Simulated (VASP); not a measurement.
Here is a VASP 6.6.1 calculation.

The input INCAR:

```
ALGO = Normal
EDIFF = 1E-7
EDIFFG = -0.04
ENCUT = 600
GGA = PE
IBRION = 2
ISIF = 3
ISMEAR = 0
LASPH = T
LCHARG = F
LREAL = F
LWAVE = F
NELM = 80
NSW = 90
PREC = Accurate
SIGMA = 0.1
```

File KPOINTS:

```
k-points
0
Gamma
  6 6 4
```

Contents of POSCAR:

```
BiC2
1.0
    3.5837856113      0.0000000000      0.0000000000
   -1.7918928057      3.1036493811      0.0000000000
    0.0000000000      0.0000000000      3.8695359591
Bi C
1 2
Direct
    0.0000000000      0.0000000000      0.0000000000
    0.3333333333      0.6666666667      0.5000000000
    0.6666666667      0.3333333333      0.5000000000
```

Potentials or basis: VASP PAW PBE potentials, release 64 (Bi_d, C).

The run is started by

```console
$ cat potpaw_PBE.64/Bi_d/POTCAR potpaw_PBE.64/C/POTCAR > POTCAR
$ mpirun -np 1 vasp_std > vasp.out
```

Predict the space group after relaxing (to 0.1 Å).

P6/mmm (No. 191).

Predict the relaxed volume.

14.16 Å³/atom.

Final structure:
```
Bi C
1.0
     2.77879    0.00000    0.00000
    -1.38939    2.40650    0.00000
     0.00000    0.00000    6.35467
Bi C
1 2
Cartesian
  0.0000 0.0000 0.0000
  0.0000 1.6043 3.1773
  1.3894 0.8022 3.1773
```

Caveat: the k points lie up to 0.44 Å⁻¹ apart in the final cell, too coarse for converged energies and pressures of a metal; a cell axis changed by over 15 % at a fixed basis, so the end point is rough; this functional lacks dispersion, which binds layers or chains, so the pressure and a relaxed spacing across them are unreliable.
